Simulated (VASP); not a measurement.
KI:

```
K I
1.0
     0.00000    3.57973    3.57973
     3.57973    0.00000    3.57973
     3.57973    3.57973    0.00000
K I
1 1
Direct
  0.00000 0.00000 0.00000
  0.50000 0.50000 0.50000
```

This cell differs from its parent crystal: strain +1.0%.

Base run:

```yaml
Program: VASP 6.6.1
Functional: PBE
Potentials_or_basis: VASP PAW PBE potentials, release 64 (K_sv, I)
Cutoff: 520 eV
k_mesh: 4 × 4 × 4
Occupations: gaussian, width 0.01 eV
Spin: no spin polarisation
```

Its results: band gap on the k mesh 3.87 eV, direct; pressure 0.1 GPa.

Q: The run is repeated on the same cell with these changes: functional from PBE to HSE06. What comes out?

A: Band gap on the k mesh 4.86 eV, direct; pressure -0.1 GPa.

HSE06 gives the wider gap, since exact exchange removes part of the self-interaction.

Caveats: spin-orbit coupling is left out, which moves the levels of the heavy elements; the PAW data sets were made with another functional, which shifts forces and pressure a little (some runs).

